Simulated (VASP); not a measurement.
Wanted: the native input for a VASP 6.6.1 run.

| Property | Result |
| --- | --- |
| Task | single point |
| Functional | PBE |
| Potentials or basis | VASP PAW PBE potentials, release 64 (Te, Cd) |
| Cutoff | 520 eV |
| k mesh | 4 × 4 × 4 |
| Occupations | fermi-dirac, width 0.06 eV |
| Spin | no spin polarisation |
| Dipole correction | no |
| Further INCAR settings | ALGO = Normal; EDIFF = 1e-06; NBANDS = 16 |

The structure of CdTe lies in POSCAR:

```
CdTe
1.0
    0.0000000000      3.2050000000      3.2050000000
    3.2050000000      0.0000000000      3.2050000000
    3.2050000000      3.2050000000      0.0000000000
Te Cd
1 1
Direct
    0.7500000000      0.7500000000      0.7500000000
    0.0000000000      0.0000000000      0.0000000000
```

The input as run:

INCAR

```
PREC = Accurate
ENCUT = 520
EDIFF = 1E-6
ISMEAR = -1
SIGMA = 0.06
LREAL = F
LASPH = T
NELM = 100
ALGO = Normal
ISIF = 2
LWAVE = F
LCHARG = F
GGA = PE
NBANDS = 16
```

KPOINTS

```
regular mesh
0
Gamma
  4 4 4
```

Potentials or basis: VASP PAW PBE potentials, release 64 (Te, Cd).

Command:

```bash
$ cat potpaw_PBE.64/Te/POTCAR potpaw_PBE.64/Cd/POTCAR > POTCAR
$ mpirun -np 1 vasp_std > vasp.out
```

It gave:

- Pressure: 4.7 GPa
- Band gap on the k mesh: 0.86 eV, direct

Caveat: the k points lie up to 0.42 Å⁻¹ apart; spin-orbit coupling is left out, which moves the levels of the heavy elements.

Run time: 14 s on 1 thread of AMD EPYC 7R43 64-Core Processor (Zen 3), on a shared host, peak memory 0.17 GiB.
